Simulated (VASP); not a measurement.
A run of VASP 6.6.1 is set up as follows.

Contents of POSCAR:

```
MoS2
1.0
    3.0984894389      0.0000000000      0.0000000000
   -1.5492447195      2.6833705675      0.0000000000
    0.0000000000      0.0000000000     11.4477112115
Mo S
2 4
Direct
    0.3333333333      0.6666666667      0.2500000000
    0.6666666667      0.3333333333      0.7500000000
    0.3333333333      0.6666666667      0.6139350061
    0.6666666667      0.3333333333      0.1139350061
    0.3333333333      0.6666666667      0.8860649939
    0.6666666667      0.3333333333      0.3860649939
```

The input INCAR.step1:

```
PREC     = Accurate       # precision mode
ENCUT    = 520            # plane-wave cutoff, eV
ISMEAR   = 0              # smearing method
SIGMA    = 0.1            # smearing width, eV
LREAL    = F              # projectors in reciprocal space
LASPH    = T              # aspherical terms in the spheres
NELM     = 100            # most SCF steps
NBANDS   = 35             # bands
GGA      = PE             # functional
ALGO     = Normal         # electronic algorithm
EDIFF    = 1E-4           # SCF threshold, eV
LWAVE    = T              # write WAVECAR
LCHARG   = F              # write CHGCAR
```

File INCAR.step2:

```
PREC     = Accurate       # precision mode
ENCUT    = 520            # plane-wave cutoff, eV
EDIFF    = 1E-7           # SCF threshold, eV
ISMEAR   = 0              # smearing method
SIGMA    = 0.1            # smearing width, eV
LREAL    = F              # projectors in reciprocal space
LASPH    = T              # aspherical terms in the spheres
NELM     = 100            # most SCF steps
ALGO     = Normal         # electronic algorithm
ISIF     = 2              # what is computed and relaxed
LWAVE    = F              # write WAVECAR
LCHARG   = F              # write CHGCAR
METAGGA  = R2SCAN         # meta-GGA
LMIXTAU  = T            
IVDW     = 12             # dispersion correction
VDW_S6   = 1.0          
VDW_S8   = 0.78981345   
VDW_A1   = 0.49484001   
VDW_A2   = 5.73083694   
NBANDS   = 35             # bands
ISTART   = 1
```

File KPOINTS:

```
Automatic mesh
0
Gamma
  9 9 2
```

Potentials or basis: VASP PAW PBE potentials, release 64 (Mo_sv, S).

Launch:

```sh
$ cat potpaw_PBE.64/Mo_sv/POTCAR potpaw_PBE.64/S/POTCAR > POTCAR
$ cp INCAR.step1 INCAR
$ mpirun -np 1 vasp_std > vasp.out
$ cp INCAR.step2 INCAR
$ mpirun -np 1 vasp_std > vasp.out
```

(1) What does it give for the dispersion energy per atom?

(2) Predict the band gap on the k mesh.

(3) What does it give for the pressure?

Answers

(1) -0.227 eV.

(2) 0.65 eV, indirect (least direct gap 1.93 eV).

(3) 9.7 GPa.

Caveat: the PAW data sets were made with another functional, which shifts forces and pressure a little.
